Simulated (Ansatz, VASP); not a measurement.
## SrVO3 in VASP and in Ansatz

```
Sr V O
1.0
     3.84038    0.00000    0.00000
     0.00000    3.84038    0.00000
     0.00000    0.00000    3.84038
Sr V O
1 1 3
Cartesian
  1.9202 1.9202 1.9202
  0.0000 0.0000 0.0000
  1.9202 0.0000 0.0000
  0.0000 1.9202 0.0000
  0.0000 0.0000 1.9202
```

Alike in both runs: task single point; functional r2SCAN; k mesh 8 × 8 × 8; occupations gaussian, width 0.05 eV; collinear spin.

```csv
,VASP,Ansatz
version,VASP 6.6.1,Ansatz 0.2.0
potentials or method,"VASP PAW PBE potentials, release 64 (Sr_sv, V_sv, O), cutoff 520 eV","scalar-relativistic, plane waves, PAW"
valence electrons in the cell,41,41
```

```tsv
	VASP	Ansatz	Ansatz less VASP
pressure (GPa)	-1.0	0.0	+0.98
net moment per atom (μB)	0.03	0.20	+0.169
size of the moment on the site where the two differ most (μB)	0.15	0.82	+0.666
```

The net moments are unlike, so the other rows may belong to different states. VASP's potentials were made for PBE, not for r2SCAN. Site moments also hang on the region over which each program counts them. Ansatz's warnings: stability check not made.
